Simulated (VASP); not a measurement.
Os, 2 atoms in the cell. It takes space group P6_3/mmc (No. 194, hexagonal). The conventional cell has a = 2.751 Å, b = 2.751 Å, c = 4.355 Å, α = 90.00°, β = 90.00°, γ = 120.00°. Within 3.6 Å of Os (site symmetry -6m2) lie 12 Os at 2.70 to 2.75 Å. 

| Item | Value |
| --- | --- |
| Program | VASP 6.6.1 |
| Task | single point |
| Functional | PBE |
| Potentials or basis | VASP PAW PBE potentials, release 64 (Os) |
| Cutoff | 520 eV |
| k mesh | 9 × 9 × 6 |
| Occupations | gaussian, width 0.1 eV |
| Spin | no spin polarisation |
| Dipole correction | no |
| Further INCAR settings | ALGO = Normal; EDIFF = 1e-07; NBANDS = 15 |

Potentials or basis: VASP PAW PBE potentials, release 64 (Os).

The run is started by

```console
$ cat potpaw_PBE.64/Os/POTCAR > POTCAR
$ mpirun -np 1 vasp_std > vasp.out
```

Hardware: 1 thread of Intel(R) Xeon(R) 6975P-C (Granite Rapids) (shared host).

Problem. How long does it take, and how much memory?

Solution. It took 9.5 s on 1 thread of Intel(R) Xeon(R) 6975P-C (Granite Rapids), on a shared host, peak memory 0.14 GiB. Counts: scf iterations 15, k points 48.
